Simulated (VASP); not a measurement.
# Mg (I4/mmm) in VASP: a series of runs

Mg is run at these levels: PBE; tasks: single point.

All numbers are computed with VASP 6.6.1; they aren't measurements. Logs are shortened: lines on timing, memory, paths and dates and some standing lists are left out, and cuts for length are marked.

## (1) The cell of the first run

The structure is tetragonal, space group I4/mmm (No. 139). The conventional cell has a = 3.414 Å, b = 3.414 Å, c = 3.683 Å, α = 90.00°, β = 90.00°, γ = 90.00°. Within 4.0 Å of Mg (site symmetry 4/mmm) lie 14 Mg at 3.04 to 3.68 Å.

## (2) Single point, PBE

File INCAR:

```
  PREC = Accurate
  ENCUT = 520
  EDIFF = 1E-7
  ISMEAR = 0
  SIGMA = 0.15
  LREAL = False
  LASPH = True
  NELM = 100
  ALGO = Normal
  ISIF = 2
  LWAVE = False
  LCHARG = True
  GGA = PE
  LELF = True
  LVHAR = True
  NBANDS = 7
```

File KPOINTS:

```
Automatic mesh
0
Gamma
  18 18 18
```

File POSCAR:

```
Mg
1.0
   -1.7070500000      1.7070500000      1.8412500000
    1.7070500000     -1.7070500000      1.8412500000
    1.7070500000      1.7070500000     -1.8412500000
Mg
1
Direct
    0.0000000000      0.0000000000      0.0000000000
```

Potentials or basis: VASP PAW PBE potentials, release 64 (Mg).

Run with:

```console
> cat potpaw_PBE.64/Mg/POTCAR > POTCAR
> mpirun -np 1 vasp_std > vasp.out
```

OUTCAR:

```text
PREC = Accurate
   ENCUT = 520
   EDIFF = 1E-7
   ISMEAR = 0
   LREAL = False
   LASPH = True
   NELM = 100
   ISIF = 2
   GGA = PE

 ion  position               nearest neighbor table
   1  0.000  0.000  0.000-

  LATTYP: Found a body centered tetragonal cell.
 ALAT       =     3.4141000000
 C/A-ratio  =     1.0786151548

  Lattice vectors:

 A1 = (  -1.7070500000,   1.7070500000,   1.8412500000)
 A2 = (   1.7070500000,  -1.7070500000,   1.8412500000)
 A3 = (   1.7070500000,   1.7070500000,  -1.8412500000)

Analysis of symmetry for initial positions (statically):
=====================================================================
 Subroutine PRICEL returns:
 Original cell was already a primitive cell.

 Routine SETGRP: Setting up the symmetry group for a
 body centered tetragonal supercell.

 Subroutine GETGRP returns: Found 16 space group operations
 (whereof 16 operations were pure point group operations)
 out of a pool of 16 trial point group operations.

The static configuration has the point symmetry D_4h.

Analysis of symmetry for dynamics (positions and initial velocities):
=====================================================================
 Subroutine PRICEL returns:
 Original cell was already a primitive cell.

 Routine SETGRP: Setting up the symmetry group for a
 body centered tetragonal supercell.

 Subroutine GETGRP returns: Found 16 space group operations
 (whereof 16 operations were pure point group operations)
 out of a pool of 16 trial point group operations.

The dynamic configuration has the point symmetry D_4h.

 Subroutine INISYM returns: Found 16 space group operations
 (whereof 16 operations are pure point group operations),
 and found     1 'primitive' translations

----------------------------------------------------------------------------------------

                                     Primitive cell

  volume of cell :      21.4618

  direct lattice vectors                    reciprocal lattice vectors
    -1.707050000  1.707050000  1.841250000     0.000000000  0.292902961  0.271554650
     1.707050000 -1.707050000  1.841250000     0.292902961  0.000000000  0.271554650
     1.707050000  1.707050000 -1.841250000     0.292902961  0.292902961  0.000000000

  length of vectors
     3.036155623  3.036155623  3.036155623     0.399417166  0.399417166  0.414227340

[... 77 lines left out ...]
   NELM   =    100;   NELMIN=  2; NELMDL= -5     # of ELM steps
   EDIFF  = 0.1E-06   stopping-criterion for ELM
   LREAL  =      F    real-space projection
   EDIFFG = 0.1E-05   stopping-criterion for IOM
   NSW    =      0    number of steps for IOM
   IBRION =     -1    ionic relax: 0-MD 1-quasi-New 2-CG
   NFREE  =      0    steps in history (QN), initial steepest desc. (CG)
   ISIF   =      2    stress and relaxation
   ISYM   =      2    0-nonsym 1-usesym 2-fastsym
   POTIM  = 0.5000    time-step for ionic-motion
   TEBEG  =    0.0;   TEEND  =   0.0 temperature during run
   PSTRESS=    0.0 pullay stress
   NELECT =       2.0000    total number of electrons
   NUPDOWN=      -1.0000    fix difference up-down
   EMIN   =  10.00;   EMAX   =-10.00  energy-range for DOS
   EFERMI =   0.00;   METHOD = LEGACY
   ISMEAR =     0;   SIGMA  =   0.15  broadening in eV -4-tet -1-fermi 0-gaus
   EFERMI_NEDOS =   21; number of points for ismear=-14 and -15
   IALGO  =     38    algorithm
   IMIX   =      4    mixing-type and parameters
     AMIX     =   0.40;   BMIX     =  1.00
     AMIX_MAG =   1.60;   BMIX_MAG =  1.00
  volume/ion in A,a.u.               =      21.46       144.83
  Fermi-wavevector in a.u.,A,eV,Ry     =   0.742215  1.402583  7.495221  0.550883
  Thomas-Fermi vector in A             =   1.837041
   LORBIT       =      0    0 simple, 1 ext, 2 COOP (PROOUT), +10 PAW based schemes
   GGA     = PE    functional components
   LHFCALC =     F    Hartree Fock is set to
   AEXX    =    0.0000 exact exchange contribution
   IVDW    =     0    specifies the selected vdW correction
   LEPSILON=     F    determine dielectric tensor
   LRPA    =     F    only Hartree local field effects (RPA)
 non-spin polarized calculation
 Gauss-broadening in eV      SIGMA  =   0.15
  energy-cutoff  :      520.00
  volume of cell :       21.46
 maximum number of plane-waves:       595
   NGX = 11   NGY = 11   NGZ = 11

 number of electron       2.0000000 magnetization

 Free energy of the ion-electron system (eV)
  ---------------------------------------------------
  ext. energy  EPLUGINS =         0.00000000
  ---------------------------------------------------
  free energy    TOTEN  =        -1.47091494 eV

  energy without entropy =       -1.46687726  energy(sigma->0) =       -1.46889610

 E-fermi :   3.0199     XC(G=0):  -8.7050

 val. band max:        3.0052757744   @ k =   0.4444   0.0000  -0.0000
 cond. band min:       3.0525362815   @ k =  -0.3889  -0.4444   0.1667
 fundamental gap:      0.0472605070
 Fermi energy:         3.0199147094

 k-point     1 :       0.0000    0.0000    0.0000
  band No.  band energies     occupation
      1      -4.2290      2.00000
      2      16.0505      0.00000
      3      16.0505      0.00000
      4      17.5684      0.00000
      5      17.7551      0.00000
      6      18.5699      0.00000
      7      18.8453      0.00000
[... 221 lines left out ...]
 k-point    24 :      -0.2222    0.0556    0.0000
  band No.  band energies     occupation
      1      -3.2450      2.00000
      2      10.3886      0.00000
      3      13.7558      0.00000
      4      14.4448      0.00000
      5      16.7049      0.00000
      6      16.8485      0.00000
      7      18.7776      0.00000

 [... further k-points ...]

------------------------ aborting loop because EDIFF is reached ----------------------------------------

  FORCE on cell =-STRESS in cart. coord.  units (eV):
  Direction    XX          YY          ZZ          XY          YZ          ZX
  --------------------------------------------------------------------------------------
  -------------------------------------------------------------------------------------
  Total        0.3291574      0.3291574      0.3640490      0.0000000      0.0000000      0.0000000
  in kB       24.5724781     24.5724781     27.1772269      0.0000000      0.0000000      0.0000000
  external PRESSURE =      25.4407277 kB  Pullay stress =       0.0000000 kB

 VOLUME and BASIS-vectors are now :
 -----------------------------------------------------------------------------
  energy-cutoff  :      520.00
  volume of cell :       21.46
      direct lattice vectors                 reciprocal lattice vectors
    -1.707050000  1.707050000  1.841250000     0.000000000  0.292902961  0.271554650
     1.707050000 -1.707050000  1.841250000     0.292902961  0.000000000  0.271554650
     1.707050000  1.707050000 -1.841250000     0.292902961  0.292902961  0.000000000

 POSITION                                       TOTAL-FORCE (eV/Angst)
 -----------------------------------------------------------------------------------
      0.00000      0.00000      0.00000        -0.000000     -0.000000      0.000000
 -----------------------------------------------------------------------------------
    total drift:                                0.000000     -0.000000     -0.000000

  FREE ENERGIE OF THE ION-ELECTRON SYSTEM (eV)
  ---------------------------------------------------
  free  energy   TOTEN  =        -1.4709149447 eV

  energy  without entropy=       -1.4668772579  energy(sigma->0) =       -1.46889610
```

Wall time 14 s (1 thread of Intel Xeon 6975P-C (Granite Rapids), shared host); peak memory 0.2 GiB.

What came out:

| Quantity | Value |
| --- | --- |
| Free energy | -1.4709 eV |
| Pressure | 2.5 GPa |
| Band gap on the k mesh | zero (band 1 reaches 5.98 eV, above the bottom of band 2 at 1.95 eV) |

Levels at points of the mesh, in eV from the Fermi level:
| k point | band 1 | band 2 | band 3 | band 4 |
| --- | --- | --- | --- | --- |
| (0.00, 0.00, 0.00) | -7.25 | 13.03 | 13.03 | 14.55 |
| (0.50, 0.00, 0.00) | -1.70 | -1.07 | 9.35 | 10.34 |
| (0.50, 0.50, 0.00) | -1.35 | -0.54 | 8.03 | 9.05 |
| (0.50, 0.50, 0.50) | 2.89 | 3.48 | 4.42 | 4.69 |

## (3) Single point, PBE

This run uses another cell than the first one, of 22.14 Å³/atom, 1.031 times its volume.

File INCAR:

```
PREC     = Accurate       # precision mode
ENCUT    = 520            # plane-wave cutoff, eV
EDIFF    = 1E-7           # SCF threshold, eV
ISMEAR   = 0              # smearing method
SIGMA    = 0.15           # smearing width, eV
LREAL    = False          # projectors in reciprocal space
LASPH    = True           # aspherical terms in the spheres
NELM     = 80             # most SCF steps
ALGO     = Fast           # electronic algorithm
ISIF     = 2              # what is computed and relaxed
LWAVE    = False          # write WAVECAR
LCHARG   = True           # write CHGCAR
GGA      = PE             # functional
LELF     = True           # ELF
LVHAR    = True         
NBANDS   = 7              # bands
```

File KPOINTS:

```
regular mesh
0
Gamma
  18 18 18
```

File POSCAR:

```
Mg
1.0
   -1.8784000000      1.8784000000      1.5685000000
    1.8784000000     -1.8784000000      1.5685000000
    1.8784000000      1.8784000000     -1.5685000000
Mg
1
Direct
    0.0000000000      0.0000000000      0.0000000000
```

Potentials or basis: VASP PAW PBE potentials, release 64 (Mg).

Run with:

```console
> cat potpaw_PBE.64/Mg/POTCAR > POTCAR
> mpirun -np 1 vasp_std > vasp.out
```

It took 14 s on 1 thread of Intel Xeon 6975P-C (Granite Rapids), shared host; peak memory 0.2 GiB.

The run converged. Its results:

```
Free energy            : -1.4649 eV
Pressure               : 1.7 GPa
Band gap on the k mesh : zero (band 1 reaches 5.63 eV, above the bottom of band 2 at 1.10 eV)
```

Stress tensor (GPa, compression positive):
```
0.80 0.00 0.00
0.00 0.80 0.00
0.00 0.00 3.64
```

Levels at points of the mesh, in eV from the Fermi level:
| k point | band 1 | band 2 | band 3 | band 4 | band 5 | band 6 |
| --- | --- | --- | --- | --- | --- | --- |
| (0.00, 0.00, 0.00) | -7.09 | 11.01 | 13.35 | 13.35 | 13.35 | 14.99 |
| (0.50, 0.00, 0.00) | -1.17 | -0.34 | 7.89 | 8.84 | 9.46 | 11.40 |
| (0.50, 0.50, 0.00) | -2.01 | -1.73 | 11.35 | 12.13 | 12.66 | 13.17 |
| (0.50, 0.50, 0.50) | 2.65 | 2.65 | 3.21 | 3.87 | 7.26 | 9.27 |
